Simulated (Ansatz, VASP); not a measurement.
## FeSi: VASP beside Ansatz

```xyz
8
Lattice="4.4893 0.0000 0.0000 0.0000 4.4893 0.0000 0.0000 0.0000 4.4893" Properties=species:S:1:pos:R:3 pbc="T T T"
Fe    0.6013    0.6013    0.6013
Fe    1.6433    3.8880    2.8460
Fe    2.8460    1.6433    3.8880
Fe    3.8880    2.8460    1.6433
Si    3.7703    3.7703    3.7703
Si    2.9637    0.7190    1.5256
Si    1.5256    2.9637    0.7190
Si    0.7190    1.5256    2.9637
```

Alike in both runs: functional r2SCAN; k mesh 8 × 8 × 8; occupations gaussian, width 0.02 eV; no spin polarisation.

Ansatz relaxed the structure, and its values are those at the end. VASP's run is a single point on that final structure, the one shown.

|  | VASP | Ansatz |
| --- | --- | --- |
| version | VASP 6.6.1 | Ansatz 0.2.0 |
| potentials or method | VASP PAW PBE potentials, release 64 (Fe, Si), cutoff 520 eV | scalar-relativistic, plane waves, PAW |
| valence electrons in the cell | 48 | 80 |

Ansatz gave:

```
gap on the k mesh at the Fermi level (eV) : 0.35
least direct gap on the mesh (eV)         : 0.35
pressure (GPa)                            : -12.3
rms of the force components (eV/Å)        : 0.001
```

Task: Which values does VASP return?

Result: gap on the k mesh at the Fermi level (eV): 0.34; least direct gap on the mesh (eV): 0.34; pressure (GPa): -12.0; rms of the force components (eV/Å): 0.012.

VASP's potentials were made for PBE, not for r2SCAN. VASP's potentials hold 48 valence electrons a cell and Ansatz's 80, so a difference there can come from the potentials and not from the codes. Ansatz's warnings: stress scf threshold loose.
